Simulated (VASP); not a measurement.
# ZnSe in VASP: notebook

ZnSe is run at these levels: LDA; tasks: single point.

Everything below comes from runs of VASP 6.6.1. Logs are shortened: lines on timing, memory, paths and dates and some standing lists are left out, and cuts for length are marked.

## Step 1: The cell of the first run

It takes space group F-43m (No. 216, cubic). Conventional cell: a = 5.779 Å, b = 5.779 Å, c = 5.779 Å, α = 90.00°, β = 90.00°, γ = 90.00°. Zn (site symmetry -43m) has 4 Se at 2.50 Å within 3.3 Å. Within 3.3 Å of Se (site symmetry -43m) lie 4 Zn at 2.50 Å.

## Step 2: Single point, LDA (volume scaled by 1.06)

File INCAR:

```
SYSTEM = ZnSe
  PREC = Accurate
  ENCUT = 520
  EDIFF = 1E-7
  ISMEAR = -1
  SIGMA = 0.03
  LREAL = .False.
  LASPH = .True.
  NELM = 100
  ALGO = Normal
  ISIF = 2
  LWAVE = .False.
  LCHARG = .False.
  NBANDS = 16
```

File KPOINTS:

```
regular mesh
0
Gamma
  8 8 8
  0 0 0
```

File POSCAR:

```
ZnSe
1.0
    0.0000000000      2.8893788162      2.8893788162
    2.8893788162      0.0000000000      2.8893788162
    2.8893788162      2.8893788162      0.0000000000
Zn Se
1 1
Direct
    0.0000000000      0.0000000000      0.0000000000
    0.7500000000      0.7500000000      0.7500000000
```

Potentials or basis: VASP PAW LDA potentials, release 64 (Zn, Se).

Launch:

```
cat potpaw_LDA.64/Zn/POTCAR potpaw_LDA.64/Se/POTCAR > POTCAR
mpirun -np 1 vasp_std > vasp.out
```

OUTCAR:

```text
SYSTEM = ZnSe
   PREC = Accurate
   ENCUT = 520
   EDIFF = 1E-7
   ISMEAR = -1
   LREAL = .False.
   LASPH = .True.
   NELM = 100
   ISIF = 2

 ion  position               nearest neighbor table
   1  0.000  0.000  0.000-   2 2.50   2 2.50   2 2.50   2 2.50
   2  0.750  0.750  0.750-   1 2.50   1 2.50   1 2.50   1 2.50

  LATTYP: Found a face centered cubic cell.
 ALAT       =     5.7787576324

  Lattice vectors:

 A1 = (   0.0000000000,   2.8893788162,   2.8893788162)
 A2 = (   2.8893788162,   0.0000000000,   2.8893788162)
 A3 = (   2.8893788162,   2.8893788162,   0.0000000000)

Analysis of symmetry for initial positions (statically):
=====================================================================
 Subroutine PRICEL returns:
 Original cell was already a primitive cell.

 Routine SETGRP: Setting up the symmetry group for a
 face centered cubic supercell.

 Subroutine GETGRP returns: Found 24 space group operations
 (whereof 24 operations were pure point group operations)
 out of a pool of 48 trial point group operations.

The static configuration has the point symmetry T_d .

Analysis of symmetry for dynamics (positions and initial velocities):
=====================================================================
 Subroutine PRICEL returns:
 Original cell was already a primitive cell.

 Routine SETGRP: Setting up the symmetry group for a
 face centered cubic supercell.

 Subroutine GETGRP returns: Found 24 space group operations
 (whereof 24 operations were pure point group operations)
 out of a pool of 48 trial point group operations.

The dynamic configuration has the point symmetry T_d .

 Subroutine INISYM returns: Found 24 space group operations
 (whereof 24 operations are pure point group operations),
 and found     1 'primitive' translations

----------------------------------------------------------------------------------------

                                     Primitive cell

  volume of cell :      48.2440

  direct lattice vectors                    reciprocal lattice vectors
     0.000000000  2.889378816  2.889378816    -0.173047576  0.173047576  0.173047576
     2.889378816  0.000000000  2.889378816     0.173047576 -0.173047576  0.173047576
     2.889378816  2.889378816  0.000000000     0.173047576  0.173047576 -0.173047576

  length of vectors
     4.086198709  4.086198709  4.086198709     0.299727194  0.299727194  0.299727194

  position of ions in fractional coordinates (direct lattice)
     0.000000000  0.000000000  0.000000000
     0.750000000  0.750000000  0.750000000

  ion indices of the primitive-cell ions
   primitive index   ion index
                 1           1
                 2           2

----------------------------------------------------------------------------------------

 KPOINTS: regular mesh

Automatic generation of k-mesh.
 Grid dimensions read from file:
 generate k-points for:    8    8    8

 Generating k-lattice:

  Cartesian coordinates                     Fractional coordinates (reciprocal lattice)
    -0.021630947  0.021630947  0.021630947     0.125000000  0.000000000  0.000000000
     0.021630947 -0.021630947  0.021630947     0.000000000  0.125000000  0.000000000
     0.021630947  0.021630947 -0.021630947     0.000000000  0.000000000  0.125000000

  Length of vectors
     0.037465899  0.037465899  0.037465899

  Shift w.r.t. Gamma in fractional coordinates (k-lattice)
     0.000000000  0.000000000  0.000000000

 Subroutine IBZKPT returns following result:
 ===========================================

 Found     29 irreducible k-points:

 Following reciprocal coordinates:
            Coordinates               Weight
  0.000000  0.000000  0.000000      1.000000
  0.125000  0.000000  0.000000      8.000000
  0.250000  0.000000  0.000000      8.000000
  0.375000  0.000000  0.000000      8.000000
  0.500000  0.000000  0.000000      4.000000
  0.125000  0.125000  0.000000      6.000000
[... 16 lines left out ...]
  0.500000  0.250000  0.125000     48.000000
 -0.375000  0.250000  0.125000     24.000000
 [... further k-points ...]
   k-points           NKPTS =     29   k-points in BZ     NKDIM =     29   number of bands    NBANDS=     16
   number of dos      NEDOS =    301   number of ions     NIONS =      2
   total plane-waves  NPLWV =  27000
   dimension x,y,z NGX =    30 NGY =   30 NGZ =   30
   dimension x,y,z NGXF=    60 NGYF=   60 NGZF=   60
   ions per type =               1   1
   NGX,Y,Z   is equivalent  to a cutoff of  12.21, 12.21, 12.21 a.u.
   NGXF,Y,Z  is equivalent  to a cutoff of  24.41, 24.41, 24.41 a.u.
 SYSTEM =  ZnSe
   PREC   = accura    normal or accurate (medium, high low for compatibility)
   ISTART =      0    job   : 0-new  1-cont  2-samecut
   ICHARG =      2    charge: 1-file 2-atom 10-const
   ISPIN  =      1    spin polarized calculation?
   LNONCOLLINEAR =      F non collinear calculations
   LSORBIT =      F    spin-orbit coupling
   LASPH  =      T    aspherical Exc in radial PAW
   ENCUT  =  520.0 eV  38.22 Ry    6.18 a.u.   7.60  7.60  7.60*2*pi/ulx,y,z
   NELM   =    100;   NELMIN=  2; NELMDL= -5     # of ELM steps
   EDIFF  = 0.1E-06   stopping-criterion for ELM
   LREAL  =      F    real-space projection
   EDIFFG = 0.1E-05   stopping-criterion for IOM
   NSW    =      0    number of steps for IOM
   IBRION =     -1    ionic relax: 0-MD 1-quasi-New 2-CG
   NFREE  =      0    steps in history (QN), initial steepest desc. (CG)
   ISIF   =      2    stress and relaxation
   ISYM   =      2    0-nonsym 1-usesym 2-fastsym
   POTIM  = 0.5000    time-step for ionic-motion
   TEBEG  =    0.0;   TEEND  =   0.0 temperature during run
   PSTRESS=    0.0 pullay stress
   NELECT =      18.0000    total number of electrons
   NUPDOWN=      -1.0000    fix difference up-down
   EMIN   =  10.00;   EMAX   =-10.00  energy-range for DOS
   EFERMI =   0.00;   METHOD = LEGACY
   ISMEAR =    -1;   SIGMA  =   0.03  broadening in eV -4-tet -1-fermi 0-gaus
   EFERMI_NEDOS =   21; number of points for ismear=-14 and -15
   IALGO  =     38    algorithm
   IMIX   =      4    mixing-type and parameters
     AMIX     =   0.40;   BMIX     =  1.00
     AMIX_MAG =   1.60;   BMIX_MAG =  1.00
  volume/ion in A,a.u.               =      24.12       162.78
  Fermi-wavevector in a.u.,A,eV,Ry     =   1.178559  2.227153 18.898498  1.389000
  Thomas-Fermi vector in A             =   2.314885
   LORBIT       =      0    0 simple, 1 ext, 2 COOP (PROOUT), +10 PAW based schemes
   GGA     = CA    functional components
   LHFCALC =     F    Hartree Fock is set to
   AEXX    =    0.0000 exact exchange contribution
   IVDW    =     0    specifies the selected vdW correction
   LEPSILON=     F    determine dielectric tensor
   LRPA    =     F    only Hartree local field effects (RPA)
 non-spin polarized calculation
  energy-cutoff  :      520.00
  volume of cell :       48.24
 maximum number of plane-waves:      1316
   NGX = 15   NGY = 15   NGZ = 15

 number of electron      18.0000003 magnetization

 Free energy of the ion-electron system (eV)
  ---------------------------------------------------
  ext. energy  EPLUGINS =         0.00000000
  ---------------------------------------------------
  free energy    TOTEN  =        -7.27176882 eV

  energy without entropy =       -7.27176881  energy(sigma->0) =       -7.27176881

 E-fermi :   1.4512     XC(G=0):  -9.4432

 val. band max:        1.0143439201   @ k =   0.0000   0.0000   0.0000
 cond. band min:       1.8536647445   @ k =   0.0000   0.0000   0.0000
 fundamental gap:      0.8393208244
 Fermi energy:         1.4512073176

 k-point     1 :       0.0000    0.0000    0.0000
  band No.  band energies     occupation
      1     -11.9211      2.00000
      2      -5.4676      2.00000
      3      -5.4676      2.00000
      4      -5.4676      2.00000
      5      -5.1577      2.00000
      6      -5.1577      2.00000
[... 8 lines left out ...]
     15      12.3596      0.00000
     16      12.3596      0.00000

 k-point     2 :       0.1250    0.0000    0.0000
  band No.  band energies     occupation
      1     -11.8309      2.00000
      2      -5.4575      2.00000
      3      -5.4540      2.00000
      4      -5.4540      2.00000
      5      -5.1588      2.00000
      6      -5.1588      2.00000
[... 8 lines left out ...]
     15      11.5650      0.00000
     16      11.5650      0.00000

 k-point     3 :       0.2500    0.0000    0.0000
  band No.  band energies     occupation
      1     -11.5980      2.00000
      2      -5.4243      2.00000
      3      -5.4243      2.00000
      4      -5.3975      2.00000
      5      -5.1575      2.00000
      6      -5.1575      2.00000
[... 8 lines left out ...]
     15      11.3139      0.00000
     16      11.3643      0.00000

 k-point     4 :       0.3750    0.0000    0.0000
  band No.  band energies     occupation
      1     -11.3394      2.00000
      2      -5.4005      2.00000
      3      -5.4005      2.00000
      4      -5.2187      2.00000
      5      -5.1487      2.00000
      6      -5.1487      2.00000
[... 8 lines left out ...]
     15      12.3463      0.00000
     16      12.3463      0.00000

 k-point     5 :       0.5000    0.0000    0.0000
  band No.  band energies     occupation
      1     -11.2230      2.00000
      2      -5.3928      2.00000
      3      -5.3928      2.00000
      4      -5.1423      2.00000
      5      -5.1423      2.00000
      6      -5.0182      2.00000
[... 8 lines left out ...]
     15      13.8091      0.00000
     16      13.8091      0.00000

 k-point     6 :       0.1250    0.1250    0.0000
  band No.  band energies     occupation
      1     -11.8008      2.00000
      2      -5.4696      2.00000
      3      -5.4418      2.00000
      4      -5.4418      2.00000
      5      -5.1672      2.00000
      6      -5.1517      2.00000
[... 8 lines left out ...]
     15      11.7312      0.00000
     16      12.5764      0.00000

 k-point     7 :       0.2500    0.1250    0.0000
  band No.  band energies     occupation
      1     -11.6148      2.00000
      2      -5.4488      2.00000
      3      -5.4102      2.00000
      4      -5.4035      2.00000
      5      -5.1715      2.00000
      6      -5.1463      2.00000
[... 8 lines left out ...]
     15      12.4057      0.00000
     16      12.6761      0.00000

 k-point     8 :       0.3750    0.1250    0.0000
  band No.  band energies     occupation
      1     -11.3614      2.00000
      2      -5.4074      2.00000
      3      -5.3825      2.00000
      4      -5.2943      2.00000
      5      -5.1529      2.00000
      6      -5.1403      2.00000
[... 8 lines left out ...]
     15      12.4196      0.00000
     16      13.0845      0.00000

 k-point     9 :       0.5000    0.1250    0.0000
  band No.  band energies     occupation
      1     -11.1919      2.00000
      2      -5.3902      2.00000
      3      -5.3730      2.00000
      4      -5.1730      2.00000
      5      -5.1406      2.00000
      6      -5.0268      2.00000
[... 8 lines left out ...]
     15      12.9910      0.00000
     16      13.8317      0.00000
[... 172 lines left out ...]
 k-point    19 :       0.5000    0.3750    0.0000
  band No.  band energies     occupation
      1     -11.0259      2.00000
      2      -5.3952      2.00000
      3      -5.2743      2.00000
      4      -5.2597      2.00000
      5      -5.1240      2.00000
      6      -5.0093      2.00000
[... 8 lines left out ...]
     15      14.3787      0.00000
     16      14.7957      0.00000

 k-point    20 :      -0.3750    0.3750    0.0000
  band No.  band energies     occupation
      1     -11.0057      2.00000
      2      -5.3777      2.00000
      3      -5.2907      2.00000
      4      -5.2195      2.00000
      5      -5.1393      2.00000
      6      -4.9275      2.00000
[... 8 lines left out ...]
     15      12.7999      0.00000
     16      15.7012      0.00000

 k-point    21 :       0.5000    0.5000    0.0000
  band No.  band energies     occupation
      1     -10.9878      2.00000
      2      -5.4079      2.00000
      3      -5.2549      2.00000
      4      -5.2549      2.00000
      5      -5.1168      2.00000
      6      -4.9980      2.00000
[... 8 lines left out ...]
     15      14.8216      0.00000
     16      15.1305      0.00000

 k-point    22 :       0.3750    0.2500    0.1250
  band No.  band energies     occupation
      1     -11.4169      2.00000
      2      -5.4175      2.00000
      3      -5.3795      2.00000
      4      -5.3474      2.00000
      5      -5.1685      2.00000
      6      -5.1365      2.00000
[... 8 lines left out ...]
     15      12.9869      0.00000
     16      13.9260      0.00000

 k-point    23 :       0.5000    0.2500    0.1250
  band No.  band energies     occupation
      1     -11.2020      2.00000
      2      -5.3809      2.00000
      3      -5.3587      2.00000
      4      -5.2349      2.00000
      5      -5.1463      2.00000
      6      -5.0914      2.00000
[... 8 lines left out ...]
     15      13.1844      0.00000
     16      14.2762      0.00000

 k-point    24 :      -0.3750    0.2500    0.1250
  band No.  band energies     occupation
      1     -11.1072      2.00000
      2      -5.3754      2.00000
      3      -5.3472      2.00000
      4      -5.1818      2.00000
      5      -5.1508      2.00000
      6      -4.9720      2.00000
[... 8 lines left out ...]
     15      13.3926      0.00000
     16      14.1496      0.00000

 [... further k-points ...]

------------------------ aborting loop because EDIFF is reached ----------------------------------------

  FORCE on cell =-STRESS in cart. coord.  units (eV):
  Direction    XX          YY          ZZ          XY          YZ          ZX
  --------------------------------------------------------------------------------------
  -------------------------------------------------------------------------------------
  Total       -1.8005828     -1.8005828     -1.8005828     -0.0000000      0.0000000      0.0000000
  in kB      -59.7971143    -59.7971143    -59.7971143     -0.0000000      0.0000000      0.0000000
  external PRESSURE =     -59.7971143 kB  Pullay stress =       0.0000000 kB

 VOLUME and BASIS-vectors are now :
 -----------------------------------------------------------------------------
  energy-cutoff  :      520.00
  volume of cell :       48.24
      direct lattice vectors                 reciprocal lattice vectors
     0.000000000  2.889378816  2.889378816    -0.173047576  0.173047576  0.173047576
     2.889378816  0.000000000  2.889378816     0.173047576 -0.173047576  0.173047576
     2.889378816  2.889378816  0.000000000     0.173047576  0.173047576 -0.173047576

 POSITION                                       TOTAL-FORCE (eV/Angst)
 -----------------------------------------------------------------------------------
      0.00000      0.00000      0.00000        -0.000000     -0.000000      0.000000
      4.33407      4.33407      4.33407         0.000000      0.000000     -0.000000
 -----------------------------------------------------------------------------------
    total drift:                                0.000000      0.000000      0.000000

  FREE ENERGIE OF THE ION-ELECTRON SYSTEM (eV)
  ---------------------------------------------------
  free  energy   TOTEN  =        -7.2717688163 eV

  energy  without entropy=       -7.2717688110  energy(sigma->0) =       -7.27176881
```

Wall time 12 s (1 thread of Intel Xeon Platinum 8559C (Emerald Rapids), shared host); peak memory 0.15 GiB.

Results:

* Free energy: -7.2718 eV
* Pressure: -6.0 GPa
* Band gap on the k mesh: 0.84 eV, direct

## Step 3: Single point, LDA (equal xx and yy strain of -3 %)

File INCAR:

```
PREC = Accurate
ENCUT = 520
EDIFF = 1E-7
ISMEAR = -1
SIGMA = 0.03
LREAL = F
LASPH = T
NELM = 80
ALGO = Normal
ISIF = 2
LWAVE = F
LCHARG = F
GGA = CA
NBANDS = 16
```

File KPOINTS:

```
Automatic mesh
0
Gamma
  8 8 8
```

File POSCAR:

```
ZnSe
1.0
    0.0000000000      2.7487860000      2.8338000000
    2.7487860000      0.0000000000      2.8338000000
    2.7487860000      2.7487860000      0.0000000000
Zn Se
1 1
Direct
    0.0000000000      0.0000000000      0.0000000000
    0.7500000000      0.7500000000      0.7500000000
```

Potentials or basis: VASP PAW LDA potentials, release 64 (Zn, Se).

Launch:

```
cat potpaw_LDA.64/Zn/POTCAR potpaw_LDA.64/Se/POTCAR > POTCAR
mpirun -np 1 vasp_std > vasp.out
```

Wall time 64 s (1 thread of Intel Xeon 6975P-C, shared host); peak memory 0.17 GiB.

Results (log left out):

| Property | Result |
| --- | --- |
| Free energy | -7.3672 eV |
| Pressure | 0.9 GPa |
| Band gap on the k mesh | 1.28 eV, direct |

Stress tensor (GPa, compression positive):
```
1.32 0.00 0.00
0.00 1.32 0.00
0.00 0.00 0.08
```

Levels at points of the mesh, in eV from the valence-band top:
```
           k point  band 6  band 7  band 8  band 9  band 10  band 11  band 12  band 13
(0.00, 0.00, 0.00)   -6.54   -0.13    0.00    0.00     1.28     5.64     5.64     5.65
(0.50, 0.00, 0.00)   -6.36   -5.73   -1.11   -0.91     2.42     6.12     6.36     8.47
(0.50, 0.50, 0.00)   -6.37   -5.26   -2.35   -2.35     2.73     3.47    10.74    11.49
(0.50, 0.00, 0.50)   -6.32   -5.08   -2.56   -2.50     2.58     3.17    11.03    11.25
```

Caveat: the cell differs from its parent crystal (equal xx and yy strain of -3 %).

## Step 4: Single point, LDA (equal xx and yy strain of -1 %)

File INCAR:

```
SYSTEM = ZnSe
ALGO = Normal
EDIFF = 1E-7
ENCUT = 520
GGA = CA
ISIF = 2
ISMEAR = -1
LASPH = .True.
LCHARG = .False.
LREAL = .False.
LWAVE = .False.
NBANDS = 16
NELM = 80
PREC = Accurate
SIGMA = 0.03
```

File KPOINTS:

```
k-points
0
Gamma
  8 8 8
  0 0 0
```

File POSCAR:

```
ZnSe
1.0
    0.0000000000      2.8054620000      2.8338000000
    2.8054620000      0.0000000000      2.8338000000
    2.8054620000      2.8054620000      0.0000000000
Zn Se
1 1
Direct
    0.0000000000      0.0000000000      0.0000000000
    0.7500000000      0.7500000000      0.7500000000
```

Launch:

```
cat potpaw_LDA.64/Zn/POTCAR potpaw_LDA.64/Se/POTCAR > POTCAR
mpirun -np 1 vasp_std > vasp.out
```

It took 76 s on 1 thread of Intel Xeon 6975P-C, shared host; peak memory 0.17 GiB.

Results (log left out):

```
Free energy            : -7.3642 eV
Pressure               : -1.9 GPa
Band gap on the k mesh : 1.14 eV, direct
```

Stress tensor (GPa, compression positive):
```
-1.76  0.00  0.00
 0.00 -1.76  0.00
 0.00  0.00 -2.16
```

Levels at points of the mesh, in eV from the valence-band top:
```tsv
k point	band 7	band 8	band 9	band 10	band 11	band 12
(0.00, 0.00, 0.00)	-0.04	0.00	0.00	1.14	5.68	5.68
(0.50, 0.00, 0.00)	-5.43	-0.95	-0.89	2.39	6.23	6.31
(0.50, 0.50, 0.00)	-4.97	-2.25	-2.25	2.78	3.37	10.59
(0.50, 0.00, 0.50)	-4.91	-2.32	-2.30	2.73	3.28	10.69
```

Caveat: the cell differs from its parent crystal (equal xx and yy strain of -1 %).

## Step 5: Summary

| cell | gap on the mesh (eV) | pressure (GPa) |
| --- | --- | --- |
| a = 4.086 Å, angles 60.0°, 2 atoms | 0.84 | -6.0 |
| a = 3.948, b = 3.948, c = 3.887 Å, angles 60.5, 60.5, 59.0°, 2 atoms | 1.28 | 0.9 |
| a = 3.988, b = 3.988, c = 3.968 Å, angles 60.2, 60.2, 59.7°, 2 atoms | 1.14 | -1.9 |

Alike in all rows: task single point; level LDA; potentials or basis VASP PAW LDA potentials, release 64 (Zn, Se); no spin polarisation; k mesh 8 × 8 × 8; cutoff (eV) 520; smearing fermi-dirac 0.03 eV.

Total energies depend on the potentials used, so only differences within one code and one set of settings carry meaning.
